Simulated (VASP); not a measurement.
Input of a VASP 6.6.1 run:

Contents of INCAR:

```
SYSTEM = P5N3
  ALGO = Normal
  EDIFF = 1E-7
  EDIFFG = -0.01
  ENCUT = 600
  GGA = PE
  IBRION = 2
  ISIF = 3
  ISMEAR = 0
  LASPH = .True.
  LCHARG = .False.
  LREAL = .False.
  LWAVE = .False.
  NELM = 100
  NSW = 100
  PREC = Accurate
  SIGMA = 0.1
```

The input KPOINTS:

```
k-points
0
Gamma
  10 10 10
  0 0 0
```

Contents of POSCAR:

```
P5N3
1.0
   -2.7810040201      2.7810040201      2.7810040201
    2.7810040201     -2.7810040201      2.7810040201
    2.7810040201      2.7810040201     -2.7810040201
P N
5 3
Direct
    0.0000000000      0.0000000000      0.0000000000
    0.0000000000      0.0000000000      0.5000000000
    0.0000000000      0.5000000000      0.0000000000
    0.5000000000      0.0000000000      0.0000000000
    0.5000000000      0.5000000000      0.5000000000
    0.0000000000      0.5000000000      0.5000000000
    0.5000000000      0.5000000000      0.0000000000
    0.5000000000      0.0000000000      0.5000000000
```

Potentials or basis: VASP PAW PBE potentials, release 64 (P, N).

The run is started by

```sh
$ cat potpaw_PBE.64/P/POTCAR potpaw_PBE.64/N/POTCAR > POTCAR
$ mpirun -np 1 vasp_std > vasp.out
```

Task: Predict the band gap on the k mesh.

Result: Zero (band 20 reaches 10.54 eV, above the bottom of band 21 at 9.48 eV).

Final structure:
```
P N
1.0
    -2.78100    2.78100    2.78100
     2.78100   -2.78100    2.78100
     2.78100    2.78100   -2.78100
P N
5 3
Direct
  0.00000 0.00000 0.00000
  0.00000 0.00000 0.50000
  0.00000 0.50000 0.00000
  0.50000 0.00000 0.00000
  0.50000 0.50000 0.50000
  0.00000 0.50000 0.50000
  0.50000 0.50000 0.00000
  0.50000 0.00000 0.50000
```

Caveat: the relaxation stopped at its first step, so nothing moved.
